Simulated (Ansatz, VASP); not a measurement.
# NiO: VASP beside Ansatz

```
Ni O
1.0
     0.00000    2.10818    2.10818
     2.10818    0.00000    2.10818
     2.10818    2.10818    0.00000
Ni O
1 1
Direct
  0.00000 0.00000 0.00000
  0.50000 0.50000 0.50000
```

Alike in both runs: task single point; functional PBE; k mesh 18 × 18 × 18; occupations gaussian, width 0.1 eV; collinear spin.

|  | VASP | Ansatz |
| --- | --- | --- |
| version | VASP 6.6.1 | Ansatz 0.2.0 |
| potentials or method | VASP PAW PBE potentials, release 64 (Ni, O), cutoff 520 eV | scalar-relativistic, plane waves, PAW |
| valence electrons in the cell | 16 | 24 |

|  | VASP | Ansatz | Ansatz less VASP |
| --- | --- | --- | --- |
| gap on the k mesh at the Fermi level (eV) | none | none | - |
| pressure (GPa) | -0.4 | 0.0 | +0.40 |
| net moment per atom (μB) | 0.88 | 0.90 | +0.018 |
| size of the moment on the site where the two differ most (μB) | 0.27 | 0.29 | +0.024 |

Site moments also hang on the region over which each program counts them. A gap of «none» marks a metal or a gap that the smearing closes. With one functional, cell and mesh, what is left measures potentials, basis and numerics. VASP's potentials hold 16 valence electrons a cell and Ansatz's 24, so a difference there can come from the potentials and not from the codes. Ansatz's warnings: stability check not made.
